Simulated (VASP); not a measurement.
Wanted: the native input for a VASP 6.6.1 run.

```yaml
Task: single point
Functional: PBE
Potentials_or_basis: VASP PAW PBE potentials, release 64 (Ti_sv, Si, Mo_sv)
Cutoff: 520 eV
k_mesh: 6 × 6 × 6
Occupations: gaussian, width 0.1 eV
Spin: no spin polarisation
Dipole_correction: no
Further_INCAR_settings: ALGO = Normal; EDIFF = 1e-07; NBANDS = 35
```

The structure of TiSi6Mo lies in POSCAR:

```
TiSi6Mo
1.0
    3.7155296012      2.1451620155      2.4939840671
   -3.7155296012      2.1451620155      2.4939840671
    0.0000000000     -4.2903240309      2.4939840671
Ti Si Mo
1 6 1
Direct
    0.7101814902      0.7101814902      0.7101814902
    0.9037962917      0.2307387795      0.5694010436
    0.5694010436      0.9037962917      0.2307387795
    0.2307387795      0.5694010436      0.9037962917
    0.5694010436      0.2307387795      0.9037962917
    0.2307387795      0.9037962917      0.5694010436
    0.9037962917      0.5694010436      0.2307387795
    0.0978524004      0.0978524004      0.0978524004
```

The cell was built from a structure type or drawn by symmetry, and may not be a known phase.

These files were run (other wordings do the same):

INCAR

```
ALGO = Normal
EDIFF = 1E-7
ENCUT = 520
GGA = PE
ISIF = 2
ISMEAR = 0
LASPH = True
LCHARG = False
LREAL = False
LWAVE = False
NBANDS = 35
NELM = 60
PREC = Accurate
SIGMA = 0.1
```

KPOINTS

```
k-points
0
Gamma
  6 6 6
```

Potentials or basis: VASP PAW PBE potentials, release 64 (Ti_sv, Si, Mo_sv).

Command:

```bash
$ cat potpaw_PBE.64/Ti_sv/POTCAR potpaw_PBE.64/Si/POTCAR potpaw_PBE.64/Mo_sv/POTCAR > POTCAR
$ mpirun -np 1 vasp_std > vasp.out
```

It gave:

```json
{
 "Pressure": "0.0 GPa",
 "Largest force": "0.008 eV/Å",
 "Band gap on the k mesh": "zero (bands 25 and 26 overlap by 0.85 eV)"
}
```

Run time: 62 s on 1 thread of Intel(R) Xeon(R) 6975P-C (Granite Rapids), on a shared host, peak memory 0.3 GiB.
